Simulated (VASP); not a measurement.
# Ba (P4/mmm) in VASP: single point with PBEsol

Aim: the single point of Ba with PBEsol.

Program: VASP 6.6.1. These are calculated values, not measurements. Logs are shortened: lines on timing, memory, paths and dates and some standing lists are left out, and cuts for length are marked.

**1. The cell of the first run**

Symmetry: P4/mmm, No. 123, tetragonal system. Conventional cell: a = 4.222 Å, b = 4.222 Å, c = 3.235 Å, α = 90.00°, β = 90.00°, γ = 90.00°. Ba (site symmetry 4/mmm) has 6 Ba at 3.24 to 4.22 Å within 4.3 Å.

**2. Single point, PBEsol**

File INCAR:

```
PREC = Accurate ; ENCUT = 520
EDIFF = 1E-6 ; ISMEAR = 0
SIGMA = 0.15 ; LREAL = F
LASPH = T ; NELM = 100
ALGO = Fast ; ISIF = 2
LWAVE = F ; LCHARG = F
GGA = PS ; NBANDS = 11
```

File KPOINTS:

```
Automatic mesh
0
Gamma
  14 14 14
```

File POSCAR:

```
Ba
1.0
    4.2222992844      0.0000000000      0.0000000000
    0.0000000000      4.2222992844      0.0000000000
    0.0000000000      0.0000000000      3.2353118469
Ba
1
Direct
    0.5000000000      0.5000000000      0.5000000000
```

Potentials or basis: VASP PAW PBE potentials, release 64 (Ba_sv).

Launch:

```
cat potpaw_PBE.64/Ba_sv/POTCAR > POTCAR
mpirun -np 1 vasp_std > vasp.out
```

OUTCAR:

```text
PREC = Accurate
   ENCUT = 520
   EDIFF = 1E-6
   ISMEAR = 0
   LREAL = F
   LASPH = T
   NELM = 100
   ISIF = 2
   GGA = PS

 ion  position               nearest neighbor table
   1  0.500  0.500  0.500-

  LATTYP: Found a simple tetragonal cell.
 ALAT       =     4.2222992844
 C/A-ratio  =     0.7662440838

  Lattice vectors:

 A1 = (   4.2222992844,   0.0000000000,   0.0000000000)
 A2 = (   0.0000000000,   4.2222992844,   0.0000000000)
 A3 = (   0.0000000000,   0.0000000000,   3.2353118469)

Analysis of symmetry for initial positions (statically):
=====================================================================
 Subroutine PRICEL returns:
 Original cell was already a primitive cell.

 Routine SETGRP: Setting up the symmetry group for a
 simple tetragonal supercell.

 Subroutine GETGRP returns: Found 16 space group operations
 (whereof 16 operations were pure point group operations)
 out of a pool of 16 trial point group operations.

The static configuration has the point symmetry D_4h.

Analysis of symmetry for dynamics (positions and initial velocities):
=====================================================================
 Subroutine PRICEL returns:
 Original cell was already a primitive cell.

 Routine SETGRP: Setting up the symmetry group for a
 simple tetragonal supercell.

 Subroutine GETGRP returns: Found 16 space group operations
 (whereof 16 operations were pure point group operations)
 out of a pool of 16 trial point group operations.

The dynamic configuration has the point symmetry D_4h.

 Subroutine INISYM returns: Found 16 space group operations
 (whereof 16 operations are pure point group operations),
 and found     1 'primitive' translations

----------------------------------------------------------------------------------------

                                     Primitive cell

  volume of cell :      57.6785

  direct lattice vectors                    reciprocal lattice vectors
     4.222299284  0.000000000  0.000000000     0.236837783  0.000000000  0.000000000
     0.000000000  4.222299284  0.000000000     0.000000000  0.236837783  0.000000000
     0.000000000  0.000000000  3.235311847     0.000000000  0.000000000  0.309089215

  length of vectors
     4.222299284  4.222299284  3.235311847     0.236837783  0.236837783  0.309089215

  position of ions in fractional coordinates (direct lattice)
     0.500000000  0.500000000  0.500000000

[... 81 lines left out ...]
   ISIF   =      2    stress and relaxation
   ISYM   =      2    0-nonsym 1-usesym 2-fastsym
   POTIM  = 0.5000    time-step for ionic-motion
   TEBEG  =    0.0;   TEEND  =   0.0 temperature during run
   PSTRESS=    0.0 pullay stress
   NELECT =      10.0000    total number of electrons
   NUPDOWN=      -1.0000    fix difference up-down
   EMIN   =  10.00;   EMAX   =-10.00  energy-range for DOS
   EFERMI =   0.00;   METHOD = LEGACY
   ISMEAR =     0;   SIGMA  =   0.15  broadening in eV -4-tet -1-fermi 0-gaus
   EFERMI_NEDOS =   21; number of points for ismear=-14 and -15
   IALGO  =     68    algorithm
   IMIX   =      4    mixing-type and parameters
     AMIX     =   0.40;   BMIX     =  1.00
     AMIX_MAG =   1.60;   BMIX_MAG =  1.00
  volume/ion in A,a.u.               =      57.68       389.23
  Fermi-wavevector in a.u.,A,eV,Ry     =   0.912858  1.725052 11.337878  0.833311
  Thomas-Fermi vector in A             =   2.037303
   LORBIT       =      0    0 simple, 1 ext, 2 COOP (PROOUT), +10 PAW based schemes
   GGA     = PS    functional components
   LHFCALC =     F    Hartree Fock is set to
   AEXX    =    0.0000 exact exchange contribution
   IVDW    =     0    specifies the selected vdW correction
   LEPSILON=     F    determine dielectric tensor
   LRPA    =     F    only Hartree local field effects (RPA)
 non-spin polarized calculation
 RMM-DIIS sequential band-by-band and
 Gauss-broadening in eV      SIGMA  =   0.15
  energy-cutoff  :      520.00
  volume of cell :       57.68
 maximum number of plane-waves:      1576
 NGX is ok and might be reduce to    32
   NGX = 15   NGY = 15   NGZ = 13

 number of electron      10.0000000 magnetization

 Free energy of the ion-electron system (eV)
  ---------------------------------------------------
  ext. energy  EPLUGINS =         0.00000000
  ---------------------------------------------------
  free energy    TOTEN  =        -1.52389881 eV

  energy without entropy =       -1.50430240  energy(sigma->0) =       -1.51410061

 E-fermi :   1.6001     XC(G=0):  -7.7159

 val. band max:        1.5973375360   @ k =   0.3571   0.3571   0.0000
 cond. band min:       1.6004282793   @ k =   0.2857   0.0000   0.0000
 fundamental gap:      0.0030907434
 Fermi energy:         1.6001185334

 k-point     1 :       0.0000    0.0000    0.0000
  band No.  band energies     occupation
      1     -27.5257      2.00000
      2     -12.4168      2.00000
      3     -12.4168      2.00000
      4     -11.1711      2.00000
      5      -0.7662      2.00000
      6       1.4605      1.81181
      7       1.5386      1.43824
      8       5.6253      0.00000
      9       8.2308      0.00000
     10       8.2313      0.00000
     11       8.4792      0.00000
[... 309 lines left out ...]
 k-point    24 :       0.3571    0.2143    0.0000
  band No.  band energies     occupation
      1     -27.4926      2.00000
      2     -12.7523      2.00000
      3     -12.5539      2.00000
      4     -11.1420      2.00000
      5       0.9740      2.00000
      6       1.7029      0.33270
      7       2.4866      0.00000
      8       3.6541      0.00000
      9       7.3251      0.00000
     10       7.5574      0.00000
     11       7.8455      0.00000

 [... further k-points ...]

------------------------ aborting loop because EDIFF is reached ----------------------------------------

  FORCE on cell =-STRESS in cart. coord.  units (eV):
  Direction    XX          YY          ZZ          XY          YZ          ZX
  --------------------------------------------------------------------------------------
  -------------------------------------------------------------------------------------
  Total       -1.0586920     -1.0586920      2.7903441      0.0000000      0.0000000      0.0000000
  in kB      -29.4080359    -29.4080359     77.5093638      0.0000000      0.0000000      0.0000000
  external PRESSURE =       6.2310974 kB  Pullay stress =       0.0000000 kB

 VOLUME and BASIS-vectors are now :
 -----------------------------------------------------------------------------
  energy-cutoff  :      520.00
  volume of cell :       57.68
      direct lattice vectors                 reciprocal lattice vectors
     4.222299284  0.000000000  0.000000000     0.236837783  0.000000000  0.000000000
     0.000000000  4.222299284  0.000000000     0.000000000  0.236837783  0.000000000
     0.000000000  0.000000000  3.235311847     0.000000000  0.000000000  0.309089215

 POSITION                                       TOTAL-FORCE (eV/Angst)
 -----------------------------------------------------------------------------------
      2.11115      2.11115      1.61766         0.000000      0.000000      0.000000
 -----------------------------------------------------------------------------------
    total drift:                                0.000000     -0.000000     -0.000000

  FREE ENERGIE OF THE ION-ELECTRON SYSTEM (eV)
  ---------------------------------------------------
  free  energy   TOTEN  =        -1.5238988086 eV

  energy  without entropy=       -1.5043024048  energy(sigma->0) =       -1.51410061
```

OSZICAR:

```text
N       E                     dE             d eps       ncg     rms          rms(c)
DAV:   1     0.628106937901E+02    0.62811E+02   -0.43929E+03  6336   0.738E+02
DAV:   2     0.182414111567E+01   -0.60987E+02   -0.59528E+02  7800   0.146E+02
DAV:   3    -0.142830456949E+01   -0.32524E+01   -0.32204E+01  8179   0.381E+01
DAV:   4    -0.157923972405E+01   -0.15094E+00   -0.15051E+00  9055   0.527E+00
DAV:   5    -0.158016493157E+01   -0.92521E-03   -0.92515E-03  7948   0.445E-01    0.301E+00
RMM:   6    -0.153360676886E+01    0.46558E-01   -0.26080E-02  6587   0.112E+00    0.167E+00
RMM:   7    -0.152365574139E+01    0.99510E-02   -0.23215E-02  7535   0.125E+00    0.341E-01
RMM:   8    -0.152380560814E+01   -0.14987E-03   -0.62855E-03  8950   0.514E-01    0.616E-02
RMM:   9    -0.152387063886E+01   -0.65031E-04   -0.38958E-04  9331   0.133E-01    0.331E-02
RMM:  10    -0.152389654244E+01   -0.25904E-04   -0.96404E-05  9349   0.636E-02    0.541E-03
RMM:  11    -0.152389867495E+01   -0.21325E-05   -0.25679E-05  9281   0.245E-02    0.698E-03
RMM:  12    -0.152389880859E+01   -0.13364E-06   -0.28706E-06  7859   0.920E-03
   1 F= -.15238988E+01 E0= -.15141006E+01  d E =-.195964E-01
```

stdout:

```text
POSCAR found type information on POSCAR Ba
 POSCAR found :  1 types and       1 ions
 scaLAPACK will be used
 -----------------------------------------------------------------------------
|                                                                             |
|                                                                             |
|     You enforced a specific xc type in the INCAR file but a different       |
|     I HOPE YOU KNOW WHAT YOU ARE DOING!                                     |
|                                                                             |
 -----------------------------------------------------------------------------

 LDA part: xc-table for (Slater+PW92), standard interpolation
 POSCAR, INCAR and KPOINTS ok, starting setup
 FFT: planning ... GRIDC
 FFT: planning ... GRID_SOFT
 FFT: planning ... GRID
 WAVECAR not read
 entering main loop
WARNING in EDDRMM: call to ZHEGV failed, returncode =   6  3      5
WARNING in EDDRMM: call to ZHEGV failed, returncode =   6  3      7
WARNING in EDDRMM: call to ZHEGV failed, returncode =   6  3      5
```

It took 40 s on 1 thread of Intel Xeon 6975P-C (Granite Rapids), shared host; peak memory 0.3 GiB.

What came out:

```
Free energy            : -1.5239 eV
Pressure               : 0.6 GPa
Band gap on the k mesh : zero (bands 5 and 6 overlap by 1.36 eV)
```

Stress tensor (GPa, compression positive):
```
-2.94  0.00  0.00
 0.00 -2.94  0.00
 0.00  0.00  7.75
```

Caveat: the PAW data sets were made with another functional, which shifts forces and pressure a little; spin-orbit coupling is left out, which moves the levels of the heavy elements.
